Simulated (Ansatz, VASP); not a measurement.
**One calculation of MgO, two programs**

File POSCAR:

```
MgO
1.0
    0.0000000000      2.3061600000      2.3061600000
    2.3061600000      0.0000000000      2.3061600000
    2.3061600000      2.3061600000      0.0000000000
Mg O
1 1
Direct
    0.5000000000      0.5000000000      0.5000000000
    0.7500000000      0.7500000000      0.7500000000
```

The input INCAR.step1:

```
ALGO = Normal
EDIFF = 1E-5
ENCUT = 520
GGA = PE
ISIF = 2
ISMEAR = -1
LASPH = True
LCHARG = False
LREAL = False
LWAVE = True
NBANDS = 11
NELM = 60
PREC = Accurate
SIGMA = 0.05
```

File INCAR.step2:

```
AEXX = 0.2
AGGAC = 0.81
AGGAX = 0.72
ALDAC = 0.19
ALGO = Normal
EDIFF = 1E-6
ENCUT = 520
GGA = B3
ISIF = 2
ISMEAR = -1
ISTART = 1
LASPH = True
LCHARG = False
LHFCALC = True
LREAL = False
LWAVE = False
NBANDS = 11
NELM = 60
PREC = Accurate
PRECFOCK = Normal
SIGMA = 0.05
```

KPOINTS

```
k-points
0
Gamma
  5 5 5
```

Contents of input.yaml:

```yaml
crystal:
  lattice:
    - [0.0, 2.30616, 2.30616]
    - [2.30616, 0.0, 2.30616]
    - [2.30616, 2.30616, 0.0]
  atoms:
    - { symbol: Mg, position: [0.5, 0.5, 0.5] }
    - { symbol: O, position: [0.75, 0.75, 0.75] }
hamiltonian:
  xc: b3lyp
  pseudopotentials: { kind: paw }
kpoints:
  mp_grid: { grid: [5, 5, 5] }
  band_path:
    path:
      - [[0.0, 0.0, 0.0], [0.5, 0.0, 0.5], [0.5, 0.25, 0.75], [0.375, 0.375, 0.75], [0.0, 0.0, 0.0], [0.5, 0.5, 0.5], [0.625, 0.25, 0.625], [0.5, 0.25, 0.75], [0.5, 0.5, 0.5], [0.375, 0.375, 0.75]]
      - [[0.625, 0.25, 0.625], [0.5, 0.0, 0.5]]
    npoints: 4
scf:
  occupations: { method: fermi_dirac, width: 0.05 }
  n_extra_bands: 6
output:
  forces: true
  stress: true
  eigenvalues: true
  fatbands: false
```

Alike in both runs: functional B3LYP; k mesh 5 × 5 × 5; occupations fermi-dirac, width 0.05 eV; no spin polarisation.

|  | VASP | Ansatz |
| --- | --- | --- |
| version | VASP 6.6.1 | Ansatz 0.2.0 |
| potentials or method | VASP PAW PBE potentials, release 64 (Mg, O) | Ansatz PAW |
| plane-wave cutoff (eV) | 520 | 420 |
| valence electrons in the cell | 8 | 16 |
| task | single point | band structure |

Ansatz gave:

| Quantity | Value |
| --- | --- |
| gap on the k mesh at the Fermi level (eV) | 5.57 |
| least direct gap on the mesh (eV) | 5.57 |
| pressure (GPa) | -2.4 |

What did VASP give for the same quantities?

gap on the k mesh at the Fermi level (eV): 5.57; least direct gap on the mesh (eV): 5.57; pressure (GPa): -2.2.

VASP's potentials were made for PBE, not for B3LYP. VASP's potentials hold 8 valence electrons a cell and Ansatz's 16, so a difference there can come from the potentials and not from the codes.

The k mesh is coarse, so the values compare programs but aren't converged.
